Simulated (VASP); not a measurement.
# NaCl in VASP: notebook

The runs below take NaCl through single point, with PBE, r2SCAN.

Everything below comes from runs of VASP 6.6.1. Logs are shortened: lines on timing, memory, paths and dates and some standing lists are left out, and cuts for length are marked.

### 1 The cell of the first run

Symmetry: I-4m2, No. 119, tetragonal system. Conventional cell: a = 4.366 Å, b = 4.366 Å, c = 6.238 Å, α = 90.00°, β = 90.00°, γ = 90.00°. Na (site symmetry -4m2) has 4 Cl at 2.68 Å within 3.5 Å. Within 3.5 Å of Cl (site symmetry -4m2) lie 4 Na at 2.68 Å.

### 2 Single point, PBE (uniaxial z strain +1.0%)

INCAR

```
  ALGO = Normal
  EDIFF = 1E-6
  ENCUT = 520
  GGA = PE
  ISIF = 2
  ISMEAR = -1
  LASPH = True
  LCHARG = False
  LREAL = False
  LWAVE = False
  NBANDS = 14
  NELM = 60
  PREC = Accurate
  SIGMA = 0.02
```

KPOINTS

```
k-points
0
Gamma
  8 8 8
```

POSCAR

```
NaCl
1.0
    0.0000000000      3.0872727782      3.1190716878
    3.0872727782      0.0000000000      3.1190716878
    3.0872727782      3.0872727782      0.0000000000
Na Cl
1 1
Direct
    0.0000000000      0.0000000000      0.0000000000
    0.2500000000      0.2500000000      0.2500000000
```

Potentials or basis: VASP PAW PBE potentials, release 64 (Na_pv, Cl).

Command:

```sh
cat potpaw_PBE.64/Na_pv/POTCAR potpaw_PBE.64/Cl/POTCAR > POTCAR
mpirun -np 1 vasp_std > vasp.out
```

OUTCAR:

```text
EDIFF = 1E-6
   ENCUT = 520
   GGA = PE
   ISIF = 2
   ISMEAR = -1
   LASPH = True
   LREAL = False
   NELM = 60
   PREC = Accurate

 ion  position               nearest neighbor table
   1  0.000  0.000  0.000-   2 2.68   2 2.68   2 2.68   2 2.68
   2  0.250  0.250  0.250-   1 2.68   1 2.68   1 2.68   1 2.68

  LATTYP: Found a body centered tetragonal cell.
 ALAT       =     4.3660630337
 C/A-ratio  =     1.4287799621

  Lattice vectors:

 A1 = (  -3.0872727782,   0.0000000000,   3.1190716878)
 A2 = (   3.0872727782,   0.0000000000,   3.1190716878)
 A3 = (   0.0000000000,   3.0872727782,  -3.1190716878)

Analysis of symmetry for initial positions (statically):
=====================================================================
 Subroutine PRICEL returns:
 Original cell was already a primitive cell.

 Routine SETGRP: Setting up the symmetry group for a
 body centered tetragonal supercell.

 Subroutine GETGRP returns: Found  8 space group operations
 (whereof  8 operations were pure point group operations)
 out of a pool of 16 trial point group operations.

The static configuration has the point symmetry D_2d.

Analysis of symmetry for dynamics (positions and initial velocities):
=====================================================================
 Subroutine PRICEL returns:
 Original cell was already a primitive cell.

 Routine SETGRP: Setting up the symmetry group for a
 body centered tetragonal supercell.

 Subroutine GETGRP returns: Found  8 space group operations
 (whereof  8 operations were pure point group operations)
 out of a pool of 16 trial point group operations.

The dynamic configuration has the point symmetry D_2d.

 Subroutine INISYM returns: Found  8 space group operations
 (whereof  8 operations are pure point group operations),
 and found     1 'primitive' translations

----------------------------------------------------------------------------------------

                                     Primitive cell

  volume of cell :      59.4573

  direct lattice vectors                    reciprocal lattice vectors
     0.000000000  3.087272778  3.119071688    -0.161955239  0.161955239  0.160304106
     3.087272778  0.000000000  3.119071688     0.161955239 -0.161955239  0.160304106
     3.087272778  3.087272778  0.000000000     0.161955239  0.161955239 -0.160304106

  length of vectors
[... 91 lines left out ...]
   TEBEG  =    0.0;   TEEND  =   0.0 temperature during run
   PSTRESS=    0.0 pullay stress
   NELECT =      14.0000    total number of electrons
   NUPDOWN=      -1.0000    fix difference up-down
   EMIN   =  10.00;   EMAX   =-10.00  energy-range for DOS
   EFERMI =   0.00;   METHOD = LEGACY
   ISMEAR =    -1;   SIGMA  =   0.02  broadening in eV -4-tet -1-fermi 0-gaus
   EFERMI_NEDOS =   21; number of points for ismear=-14 and -15
   IALGO  =     38    algorithm
   IMIX   =      4    mixing-type and parameters
     AMIX     =   0.40;   BMIX     =  1.00
     AMIX_MAG =   1.60;   BMIX_MAG =  1.00
  volume/ion in A,a.u.               =      29.73       200.62
  Fermi-wavevector in a.u.,A,eV,Ry     =   1.010918  1.910357 13.904531  1.021954
  Thomas-Fermi vector in A             =   2.143936
   LORBIT       =      0    0 simple, 1 ext, 2 COOP (PROOUT), +10 PAW based schemes
   GGA     = PE    functional components
   LHFCALC =     F    Hartree Fock is set to
   AEXX    =    0.0000 exact exchange contribution
   IVDW    =     0    specifies the selected vdW correction
   LEPSILON=     F    determine dielectric tensor
   LRPA    =     F    only Hartree local field effects (RPA)
 non-spin polarized calculation
  energy-cutoff  :      520.00
  volume of cell :       59.46
 maximum number of plane-waves:      1631
 NGX is ok and might be reduce to    36
   NGX = 17   NGY = 17   NGZ = 17

 number of electron      13.9999999 magnetization

 Free energy of the ion-electron system (eV)
  ---------------------------------------------------
  ext. energy  EPLUGINS =         0.00000000
  ---------------------------------------------------
  free energy    TOTEN  =        -6.64013188 eV

  energy without entropy =       -6.64013188  energy(sigma->0) =       -6.64013188

 E-fermi :  -1.9399     XC(G=0):  -6.8189

 val. band max:       -2.4365517327   @ k =   0.0000   0.0000   0.0000
 cond. band min:       2.4762576406   @ k =   0.0000   0.0000   0.0000
 fundamental gap:      4.9128093733
 Fermi energy:        -1.9399077797

 k-point     1 :       0.0000    0.0000    0.0000
  band No.  band energies     occupation
      1     -23.0658      2.00000
      2     -23.0658      2.00000
      3     -23.0646      2.00000
      4     -14.5477      2.00000
      5      -2.4466      2.00000
      6      -2.4366      2.00000
      7      -2.4366      2.00000
      8       2.4763      0.00000
      9       8.7369      0.00000
     10       8.7603      0.00000
     11       8.7603      0.00000
     12      10.4639      0.00000
     13      10.6010      0.00000
     14      12.8312      0.00000
[... 377 lines left out ...]
      1     -23.0759      2.00000
      2     -23.0675      2.00000
      3     -23.0665      2.00000
      4     -14.4310      2.00000
      5      -3.2453      2.00000
      6      -2.5778      2.00000
      7      -2.5639      2.00000
      8       4.5180      0.00000
      9       6.9861      0.00000
     10       8.0093      0.00000
     11       8.6878      0.00000
     12      10.3004      0.00000
     13      11.7001      0.00000
     14      12.1769      0.00000

 [... further k-points ...]

------------------------ aborting loop because EDIFF is reached ----------------------------------------

  FORCE on cell =-STRESS in cart. coord.  units (eV):
  Direction    XX          YY          ZZ          XY          YZ          ZX
  --------------------------------------------------------------------------------------
  -------------------------------------------------------------------------------------
  Total        0.1857325      0.1857325      0.1778478      0.0000000      0.0000000      0.0000000
  in kB        5.0048741      5.0048741      4.7924063      0.0000000      0.0000000      0.0000000
  external PRESSURE =       4.9340515 kB  Pullay stress =       0.0000000 kB

 VOLUME and BASIS-vectors are now :
 -----------------------------------------------------------------------------
  energy-cutoff  :      520.00
  volume of cell :       59.46
      direct lattice vectors                 reciprocal lattice vectors
     0.000000000  3.087272778  3.119071688    -0.161955239  0.161955239  0.160304106
     3.087272778  0.000000000  3.119071688     0.161955239 -0.161955239  0.160304106
     3.087272778  3.087272778  0.000000000     0.161955239  0.161955239 -0.160304106

 POSITION                                       TOTAL-FORCE (eV/Angst)
 -----------------------------------------------------------------------------------
      0.00000      0.00000      0.00000         0.000000      0.000000      0.000000
      1.54364      1.54364      1.55954        -0.000000     -0.000000     -0.000000
 -----------------------------------------------------------------------------------
    total drift:                                0.000001      0.000001     -0.000004

  FREE ENERGIE OF THE ION-ELECTRON SYSTEM (eV)
  ---------------------------------------------------
  free  energy   TOTEN  =        -6.6401318776 eV

  energy  without entropy=       -6.6401318776  energy(sigma->0) =       -6.64013188
```

Wall time 28 s (1 thread of Intel Xeon Platinum 8488C (Sapphire Rapids), shared host); peak memory 0.2 GiB.

Results:

```yaml
Free_energy: -6.6401 eV
Pressure: 0.5 GPa
Band_gap_on_the_k_mesh: 4.91 eV, direct
```

Caveat: the cell differs from its parent crystal (uniaxial z strain +1.0%). A k mesh can miss the band edges.

### 3 Single point, PBE (shear xy strain +2.3%)

INCAR

```
SYSTEM = NaCl
PREC = Accurate
ENCUT = 520
EDIFF = 1E-6
ISMEAR = -1
SIGMA = 0.02
LREAL = .False.
LASPH = .True.
NELM = 80
ALGO = Normal
ISIF = 2
LWAVE = .False.
LCHARG = .False.
GGA = PE
NBANDS = 14
```

KPOINTS

```
regular mesh
0
Gamma
  8 8 8
  0 0 0
```

POSCAR

```
NaCl
1.0
    0.0355036369      3.0872727782      3.0872727782
    3.0872727782      0.0355036369      3.0872727782
    3.1227764152      3.1227764152      0.0000000001
Na Cl
1 1
Direct
    0.0025876714      0.0025876714     -0.0025876714
    0.2474123286      0.2474123286      0.2525876714
```

Potentials or basis: VASP PAW PBE potentials, release 64 (Na_pv, Cl).

Command:

```sh
cat potpaw_PBE.64/Na_pv/POTCAR potpaw_PBE.64/Cl/POTCAR > POTCAR
mpirun -np 1 vasp_std > vasp.out
```

Wall time 42 s (1 thread of Intel Xeon Platinum 8488C (Sapphire Rapids), shared host); peak memory 0.22 GiB.

Results (log left out):

- Free energy: -6.6372 eV
- Pressure: 0.7 GPa
- Band gap on the k mesh: 4.91 eV, direct

Forces on the atoms (eV/Å):
```
Na   0.000  0.000  0.003
Cl   0.000  0.000 -0.003
```

Stress tensor (GPa, compression positive):
```
 0.69 -0.13  0.00
-0.13  0.69  0.00
 0.00  0.00  0.69
```

Levels at points of the mesh, in eV from the valence-band top:
| k point | band 4 | band 5 | band 6 | band 7 | band 8 | band 9 | band 10 | band 11 |
| --- | --- | --- | --- | --- | --- | --- | --- | --- |
| (0.00, 0.00, 0.00) | -12.15 | -0.06 | -0.03 | 0.00 | 4.91 | 11.07 | 11.20 | 11.33 |
| (0.50, 0.00, 0.00) | -12.00 | -1.08 | -0.15 | -0.13 | 7.55 | 8.93 | 10.51 | 10.65 |
| (0.50, 0.50, 0.00) | -11.96 | -1.00 | -0.37 | -0.29 | 7.01 | 9.05 | 10.58 | 13.02 |
| (0.00, 0.00, 0.50) | -12.01 | -1.10 | -0.12 | -0.09 | 7.55 | 8.84 | 10.61 | 10.75 |
| (0.50, 0.00, 0.50) | -11.96 | -1.00 | -0.33 | -0.33 | 7.01 | 9.04 | 10.58 | 13.14 |

Caveat: the cell differs from its parent crystal (shear xy strain +2.3%).

### 4 Single point, r2SCAN (uniaxial z strain +1.0%)

POSCAR

```
NaCl
1.0
    0.0000000000      3.0872727782      3.1190716878
    3.0872727782      0.0000000000      3.1190716878
    3.0872727782      3.0872727782      0.0000000000
Na Cl
1 1
Direct
    0.0000000000      0.0000000000      0.0000000000
    0.2500000000      0.2500000000      0.2500000000
```

INCAR.step1

```
ALGO = Normal
EDIFF = 1E-4
ENCUT = 520
GGA = PE
ISMEAR = 0
LASPH = T
LCHARG = F
LREAL = F
LWAVE = T
NBANDS = 14
NELM = 80
PREC = Accurate
SIGMA = 0.01
```

INCAR.step2

```
ALGO = Normal
EDIFF = 1E-7
ENCUT = 520
ISIF = 2
ISMEAR = 0
ISTART = 1
LASPH = T
LCHARG = F
LMIXTAU = T
LREAL = F
LWAVE = F
METAGGA = R2SCAN
NBANDS = 14
NELM = 80
PREC = Accurate
SIGMA = 0.01
```

KPOINTS

```
k-points
0
Gamma
  8 8 8
```

Command:

```sh
cat potpaw_PBE.64/Na_pv/POTCAR potpaw_PBE.64/Cl/POTCAR > POTCAR
cp INCAR.step1 INCAR
mpirun -np 1 vasp_std > vasp.out
cp INCAR.step2 INCAR
mpirun -np 1 vasp_std > vasp.out
```

Run time: 1.7 min. Hardware: 1 thread of Intel Xeon Platinum 8488C (Sapphire Rapids), shared host; peak memory 0.21 GiB.

The run converged. Its results:

* Free energy: -13.5606 eV
* Pressure: -0.3 GPa
* Band gap on the k mesh: 5.54 eV, direct

Levels at points of the mesh, in eV from the valence-band top:
```csv
k point,band 3,band 4,band 5,band 6,band 7,band 8,band 9,band 10,band 11,band 12
"(0.00, 0.00, 0.00)",-21.32,-12.66,-0.01,0.00,0.00,5.54,12.02,12.04,12.04,13.63
"(0.50, 0.00, 0.00)",-21.32,-12.52,-1.03,-0.10,-0.08,8.31,9.42,11.30,11.38,15.10
"(0.50, 0.50, 0.00)",-21.33,-12.47,-0.94,-0.28,-0.28,7.48,9.81,11.44,14.04,14.04
"(0.50, 0.00, 0.50)",-21.33,-12.47,-0.93,-0.30,-0.30,7.48,9.77,11.54,13.91,14.04
```

Caveat: the cell differs from its parent crystal (uniaxial z strain +1.0%); the PAW data sets were made with another functional, which shifts forces and pressure a little. A k mesh can miss the band edges.

### 5 Single point, r2SCAN (shear xy strain +2.3%)

POSCAR

```
NaCl
1.0
    0.0355036369      3.0872727782      3.0872727782
    3.0872727782      0.0355036369      3.0872727782
    3.1227764152      3.1227764152      0.0000000001
Na Cl
1 1
Direct
    0.0025876714      0.0025876714     -0.0025876714
    0.2474123286      0.2474123286      0.2525876714
```

INCAR.step1

```
SYSTEM = NaCl
PREC     = Accurate       ! precision mode
ENCUT    = 520            ! plane-wave cutoff, eV
ISMEAR   = 0              ! smearing method
SIGMA    = 0.01           ! smearing width, eV
LREAL    = .False.        ! projectors in reciprocal space
LASPH    = .True.         ! aspherical terms in the spheres
NELM     = 80             ! most SCF steps
NBANDS   = 14             ! bands
GGA      = PE             ! functional
ALGO     = Normal         ! electronic algorithm
EDIFF    = 1E-4           ! SCF threshold, eV
LWAVE    = .True.         ! write WAVECAR
LCHARG   = .False.        ! write CHGCAR
```

INCAR.step2

```
SYSTEM = NaCl
PREC     = Accurate       ! precision mode
ENCUT    = 520            ! plane-wave cutoff, eV
EDIFF    = 1E-6           ! SCF threshold, eV
ISMEAR   = 0              ! smearing method
SIGMA    = 0.01           ! smearing width, eV
LREAL    = .False.        ! projectors in reciprocal space
LASPH    = .True.         ! aspherical terms in the spheres
NELM     = 80             ! most SCF steps
ALGO     = Normal         ! electronic algorithm
ISIF     = 2              ! what is computed and relaxed
LWAVE    = .False.        ! write WAVECAR
LCHARG   = .False.        ! write CHGCAR
METAGGA  = R2SCAN         ! meta-GGA
LMIXTAU  = .True.       
NBANDS   = 14             ! bands
ISTART   = 1
```

KPOINTS

```
regular mesh
0
Gamma
  8 8 8
  0 0 0
```

Command:

```sh
cat potpaw_PBE.64/Na_pv/POTCAR potpaw_PBE.64/Cl/POTCAR > POTCAR
cp INCAR.step1 INCAR
mpirun -np 1 vasp_std > vasp.out
cp INCAR.step2 INCAR
mpirun -np 1 vasp_std > vasp.out
```

It took 2.8 min on 1 thread of Intel Xeon Platinum 8488C (Sapphire Rapids), shared host; peak memory 0.23 GiB.

The run converged. Its results:

```
Free energy            : -13.5613 eV
Pressure               : -0.1 GPa
Largest force          : 0.003 eV/Å
Band gap on the k mesh : 5.53 eV, direct
```

Forces in eV/Å, atoms in the order of the input:
```
Na   0.000  0.000  0.003
Cl   0.000  0.000 -0.003
```

Stress tensor (GPa, compression positive):
```
-0.10 -0.12  0.00
-0.12 -0.10  0.00
 0.00  0.00 -0.11
```

Levels at points of the mesh, in eV from the valence-band top:
| k point | band 5 | band 6 | band 7 | band 8 | band 9 | band 10 |
| --- | --- | --- | --- | --- | --- | --- |
| (0.00, 0.00, 0.00) | -0.06 | -0.03 | 0.00 | 5.53 | 11.90 | 12.04 |
| (0.50, 0.00, 0.00) | -1.07 | -0.15 | -0.13 | 8.31 | 9.48 | 11.21 |
| (0.50, 0.50, 0.00) | -0.98 | -0.37 | -0.29 | 7.45 | 9.78 | 11.56 |
| (0.00, 0.00, 0.50) | -1.08 | -0.12 | -0.09 | 8.31 | 9.40 | 11.31 |
| (0.50, 0.00, 0.50) | -0.98 | -0.33 | -0.33 | 7.46 | 9.77 | 11.56 |

Caveat: the cell differs from its parent crystal (shear xy strain +2.3%); the PAW data sets were made with another functional, which shifts forces and pressure a little. A k mesh can miss the band edges.

### 6 Summary

| level | cell | smearing | gap on the mesh (eV) | pressure (GPa) |
| --- | --- | --- | --- | --- |
| PBE | a = 4.389, b = 4.389, c = 4.366 Å, angles 60.2, 60.2, 59.7°, 2 atoms | fermi-dirac 0.02 eV | 4.91 | 0.5 |
| PBE | a = 4.366, b = 4.366, c = 4.416 Å, angles 59.6, 59.6, 59.2°, 2 atoms | fermi-dirac 0.02 eV | 4.91 | 0.7 |
| r2SCAN | a = 4.389, b = 4.389, c = 4.366 Å, angles 60.2, 60.2, 59.7°, 2 atoms | gaussian 0.01 eV | 5.54 | -0.3 |
| r2SCAN | a = 4.366, b = 4.366, c = 4.416 Å, angles 59.6, 59.6, 59.2°, 2 atoms | gaussian 0.01 eV | 5.53 | -0.1 |

Alike in all rows: task single point; potentials or basis VASP PAW PBE potentials, release 64 (Na_pv, Cl); no spin polarisation; k mesh 8 × 8 × 8; cutoff (eV) 520.

Caveats: the PAW data sets were made with another functional, which shifts forces and pressure a little (some runs).

Absolute energies hang on the potentials; compare differences alone.
